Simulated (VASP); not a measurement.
**Ti24O47 (a cell with a defect): single point with PBEsol**

The system is Ti24O47 (a cell with a defect).

```xyz
71
Lattice="9.1828 0.0000 0.0000 0.0000 9.1828 0.0000 0.0000 0.0000 8.8166" Properties=species:S:1:pos:R:3 pbc="T T T"
Ti    9.1030    0.0887    0.0032
Ti    0.0383    9.0774    2.9074
Ti    0.1077    9.1467    5.9161
Ti    0.0031    4.5856    8.8139
Ti    9.1719    4.6001    2.9375
Ti    9.1813    4.6128    5.8716
Ti    4.6042    0.0046    0.0080
Ti    4.5782    0.0073    2.9506
Ti    4.5875    0.0176    5.8841
Ti    4.6966    4.4921    0.0035
Ti    4.4239    4.7506    2.7590
Ti    4.4376    4.7625    6.0641
Ti    2.2718    2.2731    1.4738
Ti    2.2921    2.3159    4.3963
Ti    2.3240    2.3284    7.3526
Ti    2.2403    6.9370    1.4607
Ti    2.3250    6.8641    4.4153
Ti    2.2537    6.9487    7.3718
Ti    6.8768    2.3001    1.4906
Ti    7.0942    2.0942    4.4126
Ti    6.8895    2.3136    7.3342
Ti    6.8612    6.8646    1.4681
Ti    6.8682    6.8911    4.4260
Ti    6.9158    6.9193    7.3494
O     1.3988    1.4045    8.8060
O     1.4293    1.3810    2.9443
O     1.4295    1.3796    5.8916
O     1.3745    6.0129    0.0021
O     1.4210    5.9776    2.9364
O     1.4267    5.9736    5.8825
O     5.9757    1.4352    8.8160
O     5.9602    1.4557    2.9973
O     5.9599    1.4572    5.8316
O     6.0154    5.9607    0.0027
O     5.9805    5.9299    2.9632
O     5.9812    5.9469    5.8606
O     3.2279    3.1742    0.0045
O     3.2413    3.2077    2.9640
O     3.2582    3.2071    5.8614
O     3.1759    7.8147    0.0052
O     3.2158    7.7613    2.9402
O     3.2105    7.7677    5.8863
O     7.7537    3.2131    0.0077
O     7.7316    3.2283    2.9932
O     7.7331    3.2280    5.8258
O     7.7844    7.7895    0.0180
O     7.8088    7.7588    2.9329
O     7.8075    7.7599    5.8781
O     0.8997    3.6763    1.4769
O     0.9031    3.6727    4.4171
O     0.9067    3.6838    7.3446
O     0.9066    8.3081    1.4437
O     0.9384    8.2507    4.4109
O     0.8810    8.2827    7.3790
O     5.4613    3.6944    1.5364
O     5.4965    3.7285    7.2872
O     5.5046    8.2817    1.4801
O     5.5156    8.2850    4.4080
O     5.5119    8.2886    7.3476
O     3.7074    0.8952    1.4768
O     3.6864    0.8713    4.4156
O     3.7057    0.8918    7.3482
O     3.6502    5.5180    1.3677
O     3.7700    5.4180    4.4122
O     3.6727    5.5396    7.4548
O     8.2778    0.9260    1.5125
O     8.3490    0.8428    4.4114
O     8.2622    0.9106    7.3115
O     8.2964    5.4824    1.4770
O     8.3158    5.5013    4.4084
O     8.2938    5.4816    7.3474
```

| Item | Value |
| --- | --- |
| Program | VASP 6.6.1 |
| Task | single point |
| Functional | PBEsol |
| Potentials or basis | VASP PAW PBE potentials, release 64 (Ti_sv, O) |
| Cutoff | 520 eV |
| k mesh | 1 × 1 × 1, shifted |
| Occupations | fermi-dirac, width 0.05 eV |
| Spin | no spin polarisation |

```json
{
 "Pressure": "2.0 GPa",
 "Largest force": "0.146 eV/Å",
 "Band gap on the k mesh": "0.01 eV"
}
```

Forces in eV/Å, atoms in the order of the input:
```
Ti  -0.039  0.043  0.003
Ti   0.058 -0.020  0.080
Ti   0.020 -0.065 -0.080
Ti  -0.034 -0.025 -0.001
Ti   0.015  0.032  0.006
Ti   0.010 -0.012  0.028
Ti   0.023  0.033  0.009
Ti   0.008 -0.017 -0.014
Ti  -0.031 -0.020 -0.004
Ti   0.073 -0.066  0.004
Ti   0.015 -0.070  0.119
Ti   0.062 -0.018 -0.108
Ti   0.065 -0.008 -0.023
Ti   0.068 -0.022  0.022
Ti   0.022 -0.047 -0.010
Ti  -0.020  0.033  0.034
Ti  -0.050  0.042 -0.003
Ti  -0.042  0.025 -0.053
Ti  -0.100  0.078 -0.071
Ti  -0.094  0.090 -0.002
Ti  -0.076  0.088  0.052
Ti   0.055 -0.012  0.017
Ti   0.033 -0.051 -0.015
Ti   0.020 -0.060  0.032
O   -0.074 -0.066  0.046
O   -0.111 -0.039  0.009
O   -0.089 -0.011 -0.037
O   -0.004 -0.050  0.010
O    0.011 -0.078  0.028
O    0.016 -0.052  0.033
O   -0.025 -0.120  0.018
O   -0.014 -0.044 -0.012
O   -0.011 -0.010 -0.005
O   -0.090 -0.034 -0.011
O   -0.057 -0.037 -0.010
O   -0.027 -0.031  0.010
O    0.038  0.087  0.005
O    0.028  0.026 -0.011
O    0.040  0.058  0.003
O    0.049  0.004 -0.010
O    0.051 -0.012 -0.020
O    0.079 -0.009 -0.015
O    0.123  0.026 -0.010
O    0.005  0.010 -0.001
O    0.043  0.018  0.017
O    0.067  0.076 -0.047
O    0.010  0.086  0.033
O    0.037  0.107 -0.010
O    0.046 -0.038  0.005
O    0.008 -0.021 -0.033
O    0.022 -0.037 -0.010
O   -0.064 -0.002 -0.119
O   -0.043  0.045  0.007
O    0.004  0.055  0.125
O    0.042  0.094  0.086
O   -0.110 -0.044 -0.084
O    0.043 -0.023  0.005
O    0.022 -0.003  0.024
O    0.041 -0.047 -0.013
O   -0.069  0.046  0.001
O   -0.053  0.063 -0.005
O   -0.033  0.060 -0.016
O    0.027  0.052 -0.108
O    0.008 -0.004 -0.003
O   -0.061 -0.033  0.107
O    0.024 -0.075  0.003
O    0.075 -0.084 -0.001
O    0.080 -0.022 -0.010
O   -0.062  0.035  0.004
O   -0.057  0.055 -0.001
O   -0.048  0.070 -0.004
```

Stress tensor (GPa, compression positive):
```
 1.54 -1.98  0.02
-1.98  1.55  0.00
 0.02  0.00  2.96
```

Levels at points of the mesh, in eV from the valence-band top:
| k point | band 283 | band 284 | band 285 | band 286 | band 287 | band 288 |
| --- | --- | --- | --- | --- | --- | --- |
| (0.25, 0.25, 0.25) | -2.60 | -2.30 | -0.02 | 0.02 | 0.08 | 0.13 |

Run time: 99 min on 1 thread of AMD EPYC 7R43 64-Core Processor (Zen 3), with other jobs on the host, peak memory 1 GiB.

Caveat: the smearing spreads over this small gap; the PAW data sets were made with another functional, which shifts forces and pressure a little.
